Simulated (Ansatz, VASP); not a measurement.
One calculation of CoO, two programs

File INCAR:

```
ALGO = Normal ; EDIFF = 1E-6
ENCUT = 520 ; GGA = PE
ISIF = 2 ; ISMEAR = -1
ISPIN = 2 ; LASPH = True
LCHARG = False ; LMAXMIX = 4
LORBIT = 11 ; LREAL = False
LWAVE = False ; MAGMOM = 2.5 0
NBANDS = 18 ; NELM = 150
NUPDOWN = 2.5 ; PREC = Accurate
SIGMA = 0.05
```

Contents of KPOINTS:

```
k-points
0
Gamma
  9 9 9
```

The input POSCAR:

```
CoO
1.0
    0.0000000000      2.1315000000      2.1315000000
    2.1315000000      0.0000000000      2.1315000000
    2.1315000000      2.1315000000      0.0000000000
Co O
1 1
Direct
    0.0000000000      0.0000000000      0.0000000000
    0.5000000000      0.5000000000      0.5000000000
```

The input input.yaml:

```yaml
crystal:
  lattice:
    - [0.0, 2.1315, 2.1315]
    - [2.1315, 0.0, 2.1315]
    - [2.1315, 2.1315, 0.0]
  atoms:
    - { symbol: Co, position: [0.0, 0.0, 0.0], spin: 2.5 }
    - { symbol: O, position: [0.5, 0.5, 0.5] }
hamiltonian:
  xc: pbe
  pseudopotentials: { kind: paw }
magnetization:
  spin_polarized: true
  initial_magnetization: 2.5
  spin_locking: { lock_magnetization: hard }
kpoints:
  mp_grid: { grid: [9, 9, 9] }
scf:
  occupations: { method: fermi_dirac, width: 0.05 }
  lower_state_search: "off"
output:
  forces: true
  stress: true
  eigenvalues: true
```

Alike in both runs: task single point; functional PBE; k mesh 9 × 9 × 9; occupations fermi-dirac, width 0.05 eV; collinear spin; fixed moment 2.5 μB.

|  | VASP | Ansatz |
| --- | --- | --- |
| version | VASP 6.6.1 | Ansatz 0.2.0 |
| potentials or method | VASP PAW PBE potentials, release 64 (Co, O) | Ansatz PAW |
| plane-wave cutoff (eV) | 520 | 420 |
| valence electrons in the cell | 15 | 23 |

Ansatz gave:

| Quantity | Value |
| --- | --- |
| pressure (GPa) | -5.5 |
| net moment per atom (μB) | 1.25 |
| size of the moment on the site where the two differ most (μB) | 2.19 |

Which values does VASP return?

Pressure (GPa): -5.8; net moment per atom (μB): 1.25; size of the moment on the site where the two differ most (μB): 2.27.

Site moments also hang on the region over which each program counts them. VASP's potentials hold 15 valence electrons a cell and Ansatz's 23, so a difference there can come from the potentials and not from the codes.
